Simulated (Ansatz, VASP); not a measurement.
One calculation of WC, two programs

Contents of INCAR:

```
  PREC = Accurate
  ENCUT = 520
  EDIFF = 1E-6
  ISMEAR = 0
  SIGMA = 0.15
  LREAL = False
  LASPH = True
  NELM = 100
  ALGO = Normal
  ISIF = 2
  LWAVE = False
  LCHARG = False
  GGA = PE
  NBANDS = 16
```

Contents of KPOINTS:

```
regular mesh
0
Gamma
  24 24 22
```

File POSCAR:

```
WC
1.0
    2.9217716510      0.0000000000      0.0000000000
   -1.4608858255      2.5556317585      0.0000000000
    0.0000000000      0.0000000000      2.8470758829
W C
1 1
Direct
    0.0000000000      0.0000000000      0.0000000000
    0.6666666667      0.3333333333      0.5000000000
```

Input for Ansatz:

```yaml
crystal:
  lattice:
    - [2.921771651, 0.0, 0.0]
    - [-1.4608858255, 2.5556317585, 0.0]
    - [0.0, 0.0, 2.8470758829]
  atoms:
    - { symbol: W, position: [0.0, 0.0, 0.0] }
    - { symbol: C, position: [0.6666666667, 0.3333333333, 0.5] }
basis:
  ecutwfc: 420
kpoints:
  mp_grid: { grid: [24, 24, 22] }
hamiltonian:
  xc: pbe
scf:
  occupations: { method: gaussian, width: 0.15 }
output:
  forces: true
  stress: true
  eigenvalues: true
```

Change from the starting cell: strain +0.0100 x Voigt [0, 1, 0, 0, 0, 0], atoms carried along.

Alike in both runs: task single point; functional PBE; k mesh 24 × 24 × 22; occupations gaussian, width 0.15 eV; no spin polarisation.

|  | VASP | Ansatz |
| --- | --- | --- |
| version | VASP 6.6.1 | Ansatz 0.2.0 |
| potentials or method | VASP PAW PBE potentials, release 64 (W_sv, C), cutoff 520 eV | scalar-relativistic, plane waves, PAW |
| valence electrons in the cell | 18 | 18 |

VASP gave:

```
gap on the k mesh at the Fermi level (eV)                     : none
pressure (GPa)                                                : -2.5
traceless stress, the component that is largest in VASP (GPa) : -3.37
rms of the force components (eV/Å)                            : 0.026
```

What did Ansatz give for the same quantities?

gap on the k mesh at the Fermi level (eV): none; pressure (GPa): -3.5; traceless stress, the component that is largest in VASP (GPa): -3.26; rms of the force components (eV/Å): 0.026.

Atom by atom the forces differ by 0.001 eV/Å (rms over components). A gap of «none» marks a metal or a gap that the smearing closes.

Neither program's run includes spin-orbit coupling.
